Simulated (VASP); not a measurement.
# MgSe (Fm-3m) in VASP: notebook

Runs on MgSe. Level: PBE. Tasks: single point.

Program: VASP 6.6.1. These are calculated values, not measurements. Logs are shortened: lines on timing, memory, paths and dates and some standing lists are left out, and cuts for length are marked.

## 1. The cell of the first run

It takes space group Fm-3m (No. 225, cubic). Conventional cell: a = 5.471 Å, b = 5.471 Å, c = 5.471 Å, α = 90.00°, β = 90.00°, γ = 90.00°. Within 3.6 Å of Mg (site symmetry m-3m) lie 6 Se at 2.74 Å. Within 3.6 Å of Se (site symmetry m-3m) lie 6 Mg at 2.74 Å.

## 2. Single point, PBE

Input file INCAR:

```
PREC = Accurate
ENCUT = 600
EDIFF = 1E-6
ISMEAR = 0
SIGMA = 0.1
LREAL = F
LASPH = T
NELM = 120
ALGO = Normal
ISIF = 2
LWAVE = F
LCHARG = F
GGA = PE
NBANDS = 11
GGA_COMPAT = F
```

Input file KPOINTS:

```
Automatic mesh
0
Gamma
  6 6 6
```

Input file POSCAR:

```
MgSe
1.0
    0.0000000000      2.7354760092      2.7354760092
    2.7354760092      0.0000000000      2.7354760092
    2.7354760092      2.7354760092      0.0000000000
Mg Se
1 1
Direct
    0.0000000000      0.0000000000      0.0000000000
    0.5000000000      0.5000000000      0.5000000000
```

Potentials or basis: VASP PAW PBE potentials, release 64 (Mg, Se).

On the command line:

```console
$ cat potpaw_PBE.64/Mg/POTCAR potpaw_PBE.64/Se/POTCAR > POTCAR
$ mpirun -np 1 vasp_std > vasp.out
```

OUTCAR:

```text
PREC = Accurate
   ENCUT = 600
   EDIFF = 1E-6
   ISMEAR = 0
   LREAL = F
   LASPH = T
   NELM = 120
   ISIF = 2
   GGA = PE

 ion  position               nearest neighbor table
   1  0.000  0.000  0.000-   2 2.74   2 2.74   2 2.74   2 2.74   2 2.74   2 2.74
   2  0.500  0.500  0.500-   1 2.74   1 2.74   1 2.74   1 2.74   1 2.74   1 2.74

  LATTYP: Found a face centered cubic cell.
 ALAT       =     5.4709520184

  Lattice vectors:

 A1 = (   0.0000000000,   2.7354760092,   2.7354760092)
 A2 = (   2.7354760092,   0.0000000000,   2.7354760092)
 A3 = (   2.7354760092,   2.7354760092,   0.0000000000)

Analysis of symmetry for initial positions (statically):
=====================================================================
 Subroutine PRICEL returns:
 Original cell was already a primitive cell.

 Routine SETGRP: Setting up the symmetry group for a
 face centered cubic supercell.

 Subroutine GETGRP returns: Found 48 space group operations
 (whereof 48 operations were pure point group operations)
 out of a pool of 48 trial point group operations.

The static configuration has the point symmetry O_h .

Analysis of symmetry for dynamics (positions and initial velocities):
=====================================================================
 Subroutine PRICEL returns:
 Original cell was already a primitive cell.

 Routine SETGRP: Setting up the symmetry group for a
 face centered cubic supercell.

 Subroutine GETGRP returns: Found 48 space group operations
 (whereof 48 operations were pure point group operations)
 out of a pool of 48 trial point group operations.

The dynamic configuration has the point symmetry O_h .

 Subroutine INISYM returns: Found 48 space group operations
 (whereof 48 operations are pure point group operations),
 and found     1 'primitive' translations

----------------------------------------------------------------------------------------

                                     Primitive cell

  volume of cell :      40.9382

  direct lattice vectors                    reciprocal lattice vectors
     0.000000000  2.735476009  2.735476009    -0.182783544  0.182783544  0.182783544
     2.735476009  0.000000000  2.735476009     0.182783544 -0.182783544  0.182783544
     2.735476009  2.735476009  0.000000000     0.182783544  0.182783544 -0.182783544

  length of vectors
     3.868547272  3.868547272  3.868547272     0.316590385  0.316590385  0.316590385

  position of ions in fractional coordinates (direct lattice)
     0.000000000  0.000000000  0.000000000
     0.500000000  0.500000000  0.500000000

  ion indices of the primitive-cell ions
   primitive index   ion index
                 1           1
                 2           2

----------------------------------------------------------------------------------------

 KPOINTS: Automatic mesh

Automatic generation of k-mesh.
 Grid dimensions read from file:
 generate k-points for:    6    6    6

 Generating k-lattice:

  Cartesian coordinates                     Fractional coordinates (reciprocal lattice)
    -0.030463924  0.030463924  0.030463924     0.166666667  0.000000000  0.000000000
     0.030463924 -0.030463924  0.030463924     0.000000000  0.166666667  0.000000000
     0.030463924  0.030463924 -0.030463924     0.000000000  0.000000000  0.166666667

  Length of vectors
     0.052765064  0.052765064  0.052765064

  Shift w.r.t. Gamma in fractional coordinates (k-lattice)
     0.000000000  0.000000000  0.000000000

 Subroutine IBZKPT returns following result:
 ===========================================

 Found     16 irreducible k-points:

 Following reciprocal coordinates:
            Coordinates               Weight
  0.000000  0.000000  0.000000      1.000000
  0.166667  0.000000  0.000000      8.000000
  0.333333  0.000000  0.000000      8.000000
  0.500000  0.000000  0.000000      4.000000
  0.166667  0.166667  0.000000      6.000000
  0.333333  0.166667  0.000000     24.000000
[... 8 lines left out ...]
 -0.333333  0.333333  0.166667     24.000000
 -0.333333  0.500000  0.166667     12.000000
   k-points           NKPTS =     16   k-points in BZ     NKDIM =     16   number of bands    NBANDS=     11
   number of dos      NEDOS =    301   number of ions     NIONS =      2
   total plane-waves  NPLWV =  32768
   dimension x,y,z NGX =    32 NGY =   32 NGZ =   32
   dimension x,y,z NGXF=    64 NGYF=   64 NGZF=   64
   ions per type =               1   1
   NGX,Y,Z   is equivalent  to a cutoff of  13.75, 13.75, 13.75 a.u.
   NGXF,Y,Z  is equivalent  to a cutoff of  27.50, 27.50, 27.50 a.u.
 SYSTEM =  unknown system
   PREC   = accura    normal or accurate (medium, high low for compatibility)
   ISTART =      0    job   : 0-new  1-cont  2-samecut
   ICHARG =      2    charge: 1-file 2-atom 10-const
   ISPIN  =      1    spin polarized calculation?
   LNONCOLLINEAR =      F non collinear calculations
   LSORBIT =      F    spin-orbit coupling
   LASPH  =      T    aspherical Exc in radial PAW
   ENCUT  =  600.0 eV  44.10 Ry    6.64 a.u.   7.73  7.73  7.73*2*pi/ulx,y,z
   NELM   =    120;   NELMIN=  2; NELMDL= -5     # of ELM steps
   EDIFF  = 0.1E-05   stopping-criterion for ELM
   LREAL  =      F    real-space projection
   EDIFFG = 0.1E-04   stopping-criterion for IOM
   NSW    =      0    number of steps for IOM
   IBRION =     -1    ionic relax: 0-MD 1-quasi-New 2-CG
   NFREE  =      0    steps in history (QN), initial steepest desc. (CG)
   ISIF   =      2    stress and relaxation
   ISYM   =      2    0-nonsym 1-usesym 2-fastsym
   POTIM  = 0.5000    time-step for ionic-motion
   TEBEG  =    0.0;   TEEND  =   0.0 temperature during run
   PSTRESS=    0.0 pullay stress
   NELECT =       8.0000    total number of electrons
   NUPDOWN=      -1.0000    fix difference up-down
   EMIN   =  10.00;   EMAX   =-10.00  energy-range for DOS
   EFERMI =   0.00;   METHOD = LEGACY
   ISMEAR =     0;   SIGMA  =   0.10  broadening in eV -4-tet -1-fermi 0-gaus
   EFERMI_NEDOS =   21; number of points for ismear=-14 and -15
   IALGO  =     38    algorithm
   IMIX   =      4    mixing-type and parameters
     AMIX     =   0.40;   BMIX     =  1.00
     AMIX_MAG =   1.60;   BMIX_MAG =  1.00
  volume/ion in A,a.u.               =      20.47       138.13
  Fermi-wavevector in a.u.,A,eV,Ry     =   0.950011  1.795260 12.279540  0.902521
  Thomas-Fermi vector in A             =   2.078348
   LORBIT       =      0    0 simple, 1 ext, 2 COOP (PROOUT), +10 PAW based schemes
   GGA     = PE    functional components
   LHFCALC =     F    Hartree Fock is set to
   AEXX    =    0.0000 exact exchange contribution
   IVDW    =     0    specifies the selected vdW correction
   LEPSILON=     F    determine dielectric tensor
   LRPA    =     F    only Hartree local field effects (RPA)
 non-spin polarized calculation
 Gauss-broadening in eV      SIGMA  =   0.10
  energy-cutoff  :      600.00
  volume of cell :       40.94
 maximum number of plane-waves:      1380
   NGX = 15   NGY = 15   NGZ = 15

 number of electron       8.0000000 magnetization

 Free energy of the ion-electron system (eV)
  ---------------------------------------------------
  ext. energy  EPLUGINS =         0.00000000
  ---------------------------------------------------
  free energy    TOTEN  =        -7.48298884 eV

  energy without entropy =       -7.48298884  energy(sigma->0) =       -7.48298884

 E-fermi :   3.5674     XC(G=0):  -9.4443

 val. band max:        3.1395748378   @ k =   0.0000   0.0000   0.0000
 cond. band min:       4.9196652069   @ k =   0.5000   0.5000   0.0000
 fundamental gap:      1.7800903690
 Fermi energy:         3.5673895748

 k-point     1 :       0.0000    0.0000    0.0000
  band No.  band energies     occupation
      1      -9.7438      2.00000
      2       3.1396      2.00000
      3       3.1396      2.00000
      4       3.1396      2.00000
      5       5.6619      0.00000
      6      10.5526      0.00000
      7      10.5526      0.00000
      8      10.5526      0.00000
      9      13.0872      0.00000
     10      13.0872      0.00000
     11      14.1030      0.00000

 k-point     2 :       0.1667    0.0000    0.0000
  band No.  band energies     occupation
      1      -9.5167      2.00000
      2       1.3233      2.00000
      3       2.9750      2.00000
      4       2.9750      2.00000
      5       6.9715      0.00000
      6      10.2570      0.00000
      7      10.7169      0.00000
      8      10.7169      0.00000
      9      12.0118      0.00000
     10      12.0118      0.00000
     11      13.5837      0.00000

 k-point     3 :       0.3333    0.0000    0.0000
  band No.  band energies     occupation
      1      -8.9793      2.00000
      2      -0.8371      2.00000
      3       2.6925      2.00000
      4       2.6925      2.00000
      5       7.1297      0.00000
      6       9.6694      0.00000
      7       9.6694      0.00000
      8      11.6290      0.00000
      9      13.0407      0.00000
     10      13.8963      0.00000
     11      13.8963      0.00000

 k-point     4 :       0.5000    0.0000    0.0000
  band No.  band energies     occupation
      1      -8.6476      2.00000
      2      -1.7539      2.00000
      3       2.5691      2.00000
      4       2.5691      2.00000
      5       6.9512      0.00000
      6       9.2213      0.00000
      7       9.2213      0.00000
      8      11.6790      0.00000
      9      14.5092      0.00000
     10      16.9707      0.00000
     11      16.9707      0.00000

 k-point     5 :       0.1667    0.1667    0.0000
  band No.  band energies     occupation
      1      -9.4429      2.00000
      2       1.4150      2.00000
      3       2.5743      2.00000
      4       2.5743      2.00000
      5       7.5479      0.00000
      6       9.1099      0.00000
      7      10.0443      0.00000
      8      11.6679      0.00000
      9      11.6679      0.00000
     10      13.5410      0.00000
     11      15.2264      0.00000
[... 99 lines left out ...]
 k-point    13 :       0.5000    0.5000    0.0000
  band No.  band energies     occupation
      1      -8.3329      2.00000
      2      -1.0691      2.00000
      3       1.3784      2.00000
      4       1.3784      2.00000
      5       4.9197      0.00000
      6       7.1287      0.00000
      7      14.7825      0.00000
      8      15.2204      0.00000
      9      15.2204      0.00000
     10      15.7211      0.00000
     11      18.9783      0.00000

 k-point    14 :       0.5000    0.3333    0.1667
  band No.  band energies     occupation
      1      -8.6166      2.00000
      2      -0.6618      2.00000
      3       0.8853      2.00000
      4       1.8481      2.00000
      5       7.5053      0.00000
      6       9.3384      0.00000
      7       9.6243      0.00000
      8      12.2750      0.00000
      9      13.9433      0.00000
     10      16.4429      0.00000
     11      17.3753      0.00000

 k-point    15 :      -0.3333    0.3333    0.1667
  band No.  band energies     occupation
      1      -8.3931      2.00000
      2      -0.8615      2.00000
      3       0.3712      2.00000
      4       1.4663      2.00000
      5       7.6578      0.00000
      6       9.1005      0.00000
      7      11.4205      0.00000
      8      11.4242      0.00000
      9      14.1133      0.00000
     10      15.6081      0.00000
     11      18.2890      0.00000

 k-point    16 :      -0.3333    0.5000    0.1667
  band No.  band energies     occupation
      1      -8.3077      2.00000
      2      -0.6400      2.00000
      3       0.4984      2.00000
      4       0.7716      2.00000
      5       6.6893      0.00000
      6       8.9472      0.00000
      7      11.2828      0.00000
      8      12.5811      0.00000
      9      15.6349      0.00000
     10      16.9294      0.00000
     11      17.6636      0.00000

------------------------ aborting loop because EDIFF is reached ----------------------------------------

  FORCE on cell =-STRESS in cart. coord.  units (eV):
  Direction    XX          YY          ZZ          XY          YZ          ZX
  --------------------------------------------------------------------------------------
  -------------------------------------------------------------------------------------
  Total        0.3061228      0.3061228      0.3061228     -0.0000000     -0.0000000      0.0000000
  in kB       11.9805718     11.9805718     11.9805718     -0.0000000     -0.0000000      0.0000000
  external PRESSURE =      11.9805718 kB  Pullay stress =       0.0000000 kB

 VOLUME and BASIS-vectors are now :
 -----------------------------------------------------------------------------
  energy-cutoff  :      600.00
  volume of cell :       40.94
      direct lattice vectors                 reciprocal lattice vectors
     0.000000000  2.735476009  2.735476009    -0.182783544  0.182783544  0.182783544
     2.735476009  0.000000000  2.735476009     0.182783544 -0.182783544  0.182783544
     2.735476009  2.735476009  0.000000000     0.182783544  0.182783544 -0.182783544

 POSITION                                       TOTAL-FORCE (eV/Angst)
 -----------------------------------------------------------------------------------
      0.00000      0.00000      0.00000         0.000000     -0.000000     -0.000000
      2.73548      2.73548      2.73548        -0.000000      0.000000      0.000000
 -----------------------------------------------------------------------------------
    total drift:                               -0.000000     -0.000000      0.000000

  FREE ENERGIE OF THE ION-ELECTRON SYSTEM (eV)
  ---------------------------------------------------
  free  energy   TOTEN  =        -7.4829888374 eV

  energy  without entropy=       -7.4829888374  energy(sigma->0) =       -7.48298884
```

Run time: 7.9 s. Hardware: 1 thread of Intel Xeon Platinum 8259CL at 2.50GHz (Skylake/Cascade Lake), shared host; peak memory 0.17 GiB.

What came out:

```yaml
Free_energy: -7.4830 eV
Pressure: 1.2 GPa
Band_gap_on_the_k_mesh: 1.78 eV, indirect (least direct gap 2.52 eV)
```

Levels at points of the mesh, in eV from the valence-band top:
```tsv
k point	band 1	band 2	band 3	band 4	band 5	band 6	band 7	band 8	band 9
(0.00, 0.00, 0.00)	-12.88	0.00	0.00	0.00	2.52	7.41	7.41	7.41	9.95
(0.50, 0.00, 0.00)	-11.79	-4.89	-0.57	-0.57	3.81	6.08	6.08	8.54	11.37
(0.50, 0.50, 0.00)	-11.47	-4.21	-1.76	-1.76	1.78	3.99	11.64	12.08	12.08
```

A k mesh can miss the band edges.

## 3. Single point, PBE

This run uses another cell than the first one, of 20.89 Å³/atom, 1.021 times its volume.

Input file INCAR:

```
SYSTEM = MgSe
  PREC = Accurate
  ENCUT = 600
  EDIFF = 1E-6
  ISMEAR = 0
  SIGMA = 0.02
  LREAL = .FALSE.
  LASPH = .TRUE.
  NELM = 120
  ALGO = Normal
  ISIF = 2
  LWAVE = .FALSE.
  LCHARG = .FALSE.
  GGA = PE
  NBANDS = 11
  GGA_COMPAT = .FALSE.
```

Input file KPOINTS:

```
Automatic mesh
0
G
  8 8 8
  0 0 0
```

Input file POSCAR:

```
MgSe
1.0
    0.0000000000      2.7543124129      2.7543124129
    2.7543124129      0.0000000000      2.7543124129
    2.7543124129      2.7543124129      0.0000000000
Mg Se
1 1
Direct
    0.0000000000      0.0000000000      0.0000000000
    0.5000000000      0.5000000000      0.5000000000
```

Potentials or basis: VASP PAW PBE potentials, release 64 (Mg, Se).

On the command line:

```console
$ cat potpaw_PBE.64/Mg/POTCAR potpaw_PBE.64/Se/POTCAR > POTCAR
$ mpirun -np 1 vasp_std > vasp.out
```

Run time: 11 s. Hardware: 1 thread of Intel Xeon Platinum 8259CL at 2.50GHz (Skylake/Cascade Lake), shared host; peak memory 0.17 GiB.

It converged, with:

* Free energy: -7.4905 eV
* Pressure: -0.1 GPa
* Band gap on the k mesh: 1.75 eV, indirect (least direct gap 2.39 eV)

Levels at points of the mesh, in eV from the valence-band top:
| k point | band 1 | band 2 | band 3 | band 4 | band 5 | band 6 | band 7 | band 8 |
| --- | --- | --- | --- | --- | --- | --- | --- | --- |
| (0.00, 0.00, 0.00) | -12.77 | 0.00 | 0.00 | 0.00 | 2.39 | 7.42 | 7.42 | 7.42 |
| (0.50, 0.00, 0.00) | -11.72 | -4.78 | -0.55 | -0.55 | 3.79 | 6.06 | 6.06 | 8.38 |
| (0.50, 0.50, 0.00) | -11.43 | -4.10 | -1.71 | -1.71 | 1.75 | 4.05 | 11.44 | 11.89 |

A k mesh can miss the band edges.
